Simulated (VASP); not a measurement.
Crystal: ScAl4.

```
Sc Al
1.0
    -3.17456    3.17456    2.00776
     3.17456   -3.17456    2.00776
     3.17456    3.17456   -2.00776
Sc Al
1 4
Cartesian
  0.0000 0.0000 2.0078
  2.5396 1.2698 2.0078
  -1.2698 2.5396 2.0078
  4.4444 0.6349 0.0000
  0.6349 1.9047 0.0000
```

- Program: VASP 6.6.1
- Task: relaxation of cell and atoms
- Functional: PBE
- Potentials or basis: VASP PAW PBE potentials, release 64 (Sc_sv, Al)
- Cutoff: 600 eV
- k mesh: 6 × 6 × 6
- Occupations: gaussian, width 0.1 eV
- Spin: no spin polarisation

At the start: pressure 8.7 GPa; volume 16.19 Å³/atom.

Question: Where does the relaxation end?

Answer: Over 9 steps the energy falls by 50.7 meV/atom and the volume is 17.67 Å³/atom (+9.2 %); space group I4/m (No. 87, to 0.05 Å).

The path:
```csv
step,energy change (eV),largest force (eV/Å),pressure (GPa),volume (Å³)
1,0.0000,0.2153,8.67,80.94
2,-0.2076,0.0767,-2.37,91.62
3,-0.2229,0.0958,-0.37,89.16
4,-0.2228,0.0946,-0.56,89.33
5,-0.2423,0.0915,-0.39,89.15
6,-0.2508,0.0997,-0.21,88.95
7,-0.2508,0.1011,-0.19,88.93
8,-0.2529,0.0604,0.10,88.59
9,-0.2534,0.0321,0.30,88.37
```

Final structure:
```
CELL_PARAMETERS angstrom
-3.33059 3.33059 1.99156
3.33059 -3.33059 1.99156
3.33059 3.33059 -1.99156
ATOMIC_POSITIONS crystal
Sc 0.50000 0.50000 0.00000
Al 0.69700 0.90238 0.59939
Al 0.90238 0.30300 0.20538
Al 0.09761 0.69700 0.79462
Al 0.30300 0.09761 0.40061
```
